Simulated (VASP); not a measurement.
# ZrOs3 (Pm-3m) in VASP: relaxation of cell and atoms with LDA

Aim: the relaxation of cell and atoms of ZrOs3 with LDA.

Everything below comes from runs of VASP 6.6.1. Logs are shortened: lines on timing, memory, paths and dates and some standing lists are left out, and cuts for length are marked.

## 1. The cell of the first run

Symmetry: Pm-3m, No. 221, cubic system. Conventional cell: a = 3.997 Å, b = 3.997 Å, c = 3.997 Å, α = 90.00°, β = 90.00°, γ = 90.00°. Zr (site symmetry m-3m) has 12 Os at 2.83 Å within 3.7 Å. Os (site symmetry 4/mmm) has 4 Zr at 2.83 Å and 8 Os at 2.83 Å within 3.7 Å.

## 2. Relaxation of cell and atoms, LDA

INCAR reads:

```
PREC     = Accurate       # precision mode
ENCUT    = 560            # plane-wave cutoff, eV
EDIFF    = 1E-7           # SCF threshold, eV
ISMEAR   = 0              # smearing method
SIGMA    = 0.1            # smearing width, eV
LREAL    = False          # projectors in reciprocal space
LASPH    = True           # aspherical terms in the spheres
NELM     = 120            # most SCF steps
ALGO     = Normal         # electronic algorithm
ISIF     = 3              # what is computed and relaxed
LWAVE    = False          # write WAVECAR
LCHARG   = False          # write CHGCAR
GGA      = CA             # functional
IBRION   = 2              # ionic algorithm
NSW      = 80             # ionic steps
EDIFFG   = -0.02          # ionic threshold
GGA_COMPAT= False        
NELMIN   = 4
```

KPOINTS reads:

```
regular mesh
0
Gamma
  6 6 6
```

POSCAR reads:

```
ZrOs3
1.0
    3.9965870000      0.0000000000      0.0000000000
    0.0000000000      3.9965870000      0.0000000000
    0.0000000000      0.0000000000      3.9965870000
Zr Os
1 3
Direct
    0.0000000000      0.0000000000      0.0000000000
    0.5000000000      0.5000000000      0.0000000000
    0.5000000000      0.0000000000      0.5000000000
    0.0000000000      0.5000000000      0.5000000000
```

Potentials or basis: VASP PAW LDA potentials, release 64 (Zr_sv, Os_sv_GW).

Launch:

```console
$ cat potpaw_LDA.64/Zr_sv/POTCAR potpaw_LDA.64/Os_sv_GW/POTCAR > POTCAR
$ mpirun -np 1 vasp_std > vasp.out
```

OUTCAR:

```text
PREC = Accurate
   ENCUT = 560
   EDIFF = 1E-7
   ISMEAR = 0
   LREAL = False
   LASPH = True
   NELM = 120
   ISIF = 3
   GGA = CA
   IBRION = 2
   NSW = 80
   EDIFFG = -0.02
   NELMIN = 4

 ion  position               nearest neighbor table
   1  0.000  0.000  0.000-   2 2.83   3 2.83   4 2.83   3 2.83   4 2.83   2 2.83   4 2.83   4 2.83
                             2 2.83   3 2.83   3 2.83   2 2.83
   2  0.500  0.500  0.000-   1 2.83   3 2.83   4 2.83   3 2.83   4 2.83   1 2.83   3 2.83   3 2.83
                             1 2.83   4 2.83   4 2.83   1 2.83
   3  0.500  0.000  0.500-   1 2.83   2 2.83   4 2.83   1 2.83   2 2.83   2 2.83   4 2.83   2 2.83
                             1 2.83   4 2.83   1 2.83   4 2.83
   4  0.000  0.500  0.500-   1 2.83   2 2.83   3 2.83   1 2.83   2 2.83   1 2.83   3 2.83   1 2.83
                             2 2.83   3 2.83   2 2.83   3 2.83

  LATTYP: Found a simple cubic cell.
 ALAT       =     3.9965870000

  Lattice vectors:

 A1 = (   3.9965870000,   0.0000000000,   0.0000000000)
 A2 = (   0.0000000000,   3.9965870000,   0.0000000000)
 A3 = (   0.0000000000,   0.0000000000,   3.9965870000)

Analysis of symmetry for initial positions (statically):
=====================================================================
 Subroutine PRICEL returns:
 Original cell was already a primitive cell.

 Routine SETGRP: Setting up the symmetry group for a
 simple cubic supercell.

 Subroutine GETGRP returns: Found 48 space group operations
 (whereof 48 operations were pure point group operations)
 out of a pool of 48 trial point group operations.

The static configuration has the point symmetry O_h .

Analysis of symmetry for dynamics (positions and initial velocities):
=====================================================================
 Subroutine PRICEL returns:
 Original cell was already a primitive cell.

 Routine SETGRP: Setting up the symmetry group for a
 simple cubic supercell.

 Subroutine GETGRP returns: Found 48 space group operations
 (whereof 48 operations were pure point group operations)
 out of a pool of 48 trial point group operations.

The dynamic configuration has the point symmetry O_h .

 Subroutine INISYM returns: Found 48 space group operations
 (whereof 48 operations are pure point group operations),
 and found     1 'primitive' translations

----------------------------------------------------------------------------------------

                                     Primitive cell

  volume of cell :      63.8363

[... 77 lines left out ...]
 SYSTEM =  unknown system
   PREC   = accura    normal or accurate (medium, high low for compatibility)
   ISTART =      0    job   : 0-new  1-cont  2-samecut
   ICHARG =      2    charge: 1-file 2-atom 10-const
   ISPIN  =      1    spin polarized calculation?
   LNONCOLLINEAR =      F non collinear calculations
   LSORBIT =      F    spin-orbit coupling
   LASPH  =      T    aspherical Exc in radial PAW
   ENCUT  =  560.0 eV  41.16 Ry    6.42 a.u.   7.71  7.71  7.71*2*pi/ulx,y,z
   NELM   =    120;   NELMIN=  4; NELMDL= -5     # of ELM steps
   EDIFF  = 0.1E-06   stopping-criterion for ELM
   LREAL  =      F    real-space projection
   EDIFFG = -.2E-01   stopping-criterion for IOM
   NSW    =     80    number of steps for IOM
   IBRION =      2    ionic relax: 0-MD 1-quasi-New 2-CG
   NFREE  =      1    steps in history (QN), initial steepest desc. (CG)
   ISIF   =      3    stress and relaxation
   ISYM   =      2    0-nonsym 1-usesym 2-fastsym
   POTIM  = 0.5000    time-step for ionic-motion
   TEBEG  =    0.0;   TEEND  =   0.0 temperature during run
   PSTRESS=    0.0 pullay stress
   NELECT =      60.0000    total number of electrons
   NUPDOWN=      -1.0000    fix difference up-down
   EMIN   =  10.00;   EMAX   =-10.00  energy-range for DOS
   EFERMI =   0.00;   METHOD = LEGACY
   ISMEAR =     0;   SIGMA  =   0.10  broadening in eV -4-tet -1-fermi 0-gaus
   EFERMI_NEDOS =   21; number of points for ismear=-14 and -15
   IALGO  =     38    algorithm
   IMIX   =      4    mixing-type and parameters
     AMIX     =   0.40;   BMIX     =  1.00
     AMIX_MAG =   1.60;   BMIX_MAG =  1.00
  volume/ion in A,a.u.               =      15.96       107.70
  Fermi-wavevector in a.u.,A,eV,Ry     =   1.603624  3.030411 34.988893  2.571611
  Thomas-Fermi vector in A             =   2.700258
   LORBIT       =      0    0 simple, 1 ext, 2 COOP (PROOUT), +10 PAW based schemes
   GGA     = CA    functional components
   LHFCALC =     F    Hartree Fock is set to
   AEXX    =    0.0000 exact exchange contribution
   IVDW    =     0    specifies the selected vdW correction
   LEPSILON=     F    determine dielectric tensor
   LRPA    =     F    only Hartree local field effects (RPA)
 conjugate gradient relaxation of ions
 non-spin polarized calculation
 Gauss-broadening in eV      SIGMA  =   0.10
  energy-cutoff  :      560.00
  volume of cell :       63.84
 maximum number of plane-waves:      1936
 NGX is ok and might be reduce to    32
   NGX = 15   NGY = 15   NGZ = 15

--------------------------------------- Ionic step        1  -------------------------------------------

 number of electron      60.0000004 magnetization

 Free energy of the ion-electron system (eV)
  ---------------------------------------------------
  ext. energy  EPLUGINS =         0.00000000
  ---------------------------------------------------
  free energy    TOTEN  =       -50.71060940 eV

  energy without entropy =      -50.68737612  energy(sigma->0) =      -50.69899276

------------------------ aborting loop because EDIFF is reached ----------------------------------------

  FORCE on cell =-STRESS in cart. coord.  units (eV):
  Direction    XX          YY          ZZ          XY          YZ          ZX
  --------------------------------------------------------------------------------------
  -------------------------------------------------------------------------------------
  Total       -6.2923762     -6.2923762     -6.2923762      0.0000000      0.0000000     -0.0000000
  in kB     -157.9273872   -157.9273872   -157.9273872      0.0000000      0.0000000     -0.0000000
  external PRESSURE =    -157.9273872 kB  Pullay stress =       0.0000000 kB
[... 139 lines left out ...]
--------------------------------------- Ionic step        5  -------------------------------------------

 number of electron      59.9999998 magnetization

 Free energy of the ion-electron system (eV)
  ---------------------------------------------------
  ext. energy  EPLUGINS =         0.00000000
  ---------------------------------------------------
  free energy    TOTEN  =       -50.88921870 eV

  energy without entropy =      -50.86969071  energy(sigma->0) =      -50.87945471

 E-fermi :  12.3230     XC(G=0): -14.0963

 val. band max:       12.3022493356   @ k =   0.5000   0.3333   0.0000
 cond. band min:      12.3270637369   @ k =   0.5000   0.3333   0.0000
 fundamental gap:      0.0248144014
 Fermi energy:        12.3230349167

 k-point     1 :       0.0000    0.0000    0.0000
  band No.  band energies     occupation
      1     -73.0562      2.00000
      2     -72.9809      2.00000
      3     -72.9809      2.00000
      4     -35.1215      2.00000
      5     -32.9824      2.00000
      6     -32.9824      2.00000
[... 800 lines left out ...]
  FREE ENERGIE OF THE ION-ELECTRON SYSTEM (eV)
  ---------------------------------------------------
  free  energy   TOTEN  =       -50.8892187014 eV

  energy  without entropy=      -50.8696907140  energy(sigma->0) =      -50.87945471

 reached required accuracy - stopping structural energy minimisation
```

OSZICAR:

```text
N       E                     dE             d eps       ncg     rms          rms(c)
DAV:   1     0.784375369106E+03    0.78438E+03   -0.42173E+04  1448   0.186E+03
[... 58 lines left out ...]
DAV:   2    -0.508893433510E+02    0.96702E-03   -0.45049E-03  1568   0.414E-01    0.173E-01
DAV:   3    -0.508892201198E+02    0.12323E-03   -0.47945E-04  1956   0.122E-01    0.144E-01
DAV:   4    -0.508892130197E+02    0.71002E-05   -0.65323E-05  1692   0.466E-02    0.114E-01
DAV:   5    -0.508892157345E+02   -0.27149E-05   -0.39158E-05  2068   0.372E-02    0.583E-02
DAV:   6    -0.508892183254E+02   -0.25908E-05   -0.48762E-06  1668   0.115E-02    0.762E-03
DAV:   7    -0.508892186882E+02   -0.36283E-06   -0.74055E-07  1836   0.433E-03    0.266E-03
DAV:   8    -0.508892187014E+02   -0.13235E-07   -0.38372E-08   820   0.136E-03
   5 F= -.50889219E+02 E0= -.50879455E+02  d E =-.178609E+00
```

CONTCAR:

```text
ZrOs3
   1.00000000000000
     3.9232274875357112    0.0000000000000000   -0.0000000000000000
     0.0000000000000000    3.9232274875357112   -0.0000000000000000
     0.0000000000000000    0.0000000000000000    3.9232274875357112
  Zr              Os
     1     3
Direct
     0.0000000000000000    0.0000000000000000    0.0000000000000000
     0.5000000000000000    0.5000000000000000    0.0000000000000000
     0.5000000000000000    0.0000000000000000    0.5000000000000000
     0.0000000000000000    0.5000000000000000    0.5000000000000000

  0.00000000E+00  0.00000000E+00  0.00000000E+00
  0.00000000E+00  0.00000000E+00  0.00000000E+00
  0.00000000E+00  0.00000000E+00  0.00000000E+00
  0.00000000E+00  0.00000000E+00  0.00000000E+00
```

Run time: 2 min. Hardware: 1 thread of Intel Xeon Platinum 8488C (Sapphire Rapids), shared host; peak memory 0.19 GiB.

Results:

```yaml
Free_energy: -50.8892 eV
Relaxed_volume: 15.10 Å³/atom
Relaxed_cell: a = 3.923 Å, b = 3.923 Å, c = 3.923 Å, α = 90.00°, β = 90.00°, γ = 90.00°
Space_group_after_relaxing_to_0.1_Å: Pm-3m (No. 221)
Pressure_after_relaxing: 0.0 GPa
Band_gap_on_the_k_mesh: zero (bands 30 and 31 overlap by 4.14 eV)
```

Final structure:
```
Zr Os
1.0
     3.92323    0.00000    0.00000
     0.00000    3.92323    0.00000
     0.00000    0.00000    3.92323
Zr Os
1 3
Direct
  0.00000 0.00000 0.00000
  0.50000 0.50000 0.00000
  0.50000 0.00000 0.50000
  0.00000 0.50000 0.50000
```

Levels at points of the mesh, in eV from the Fermi level:
```csv
k point,band 28,band 29,band 30,band 31,band 32,band 33
"(0.00, 0.00, 0.00)",0.94,2.59,3.24,3.24,3.24,3.47
"(0.50, 0.00, 0.00)",-1.16,-0.47,-0.19,-0.19,1.39,2.10
"(0.50, 0.50, 0.00)",-1.42,-0.97,-0.90,-0.90,0.21,0.22
"(0.50, 0.50, 0.50)",-1.07,0.05,1.48,1.48,1.48,2.62
```

Caveat: spin-orbit coupling is left out, which moves the levels of the heavy elements.

The gap in the log of VASP goes by the Fermi energy; the results here count the filled bands.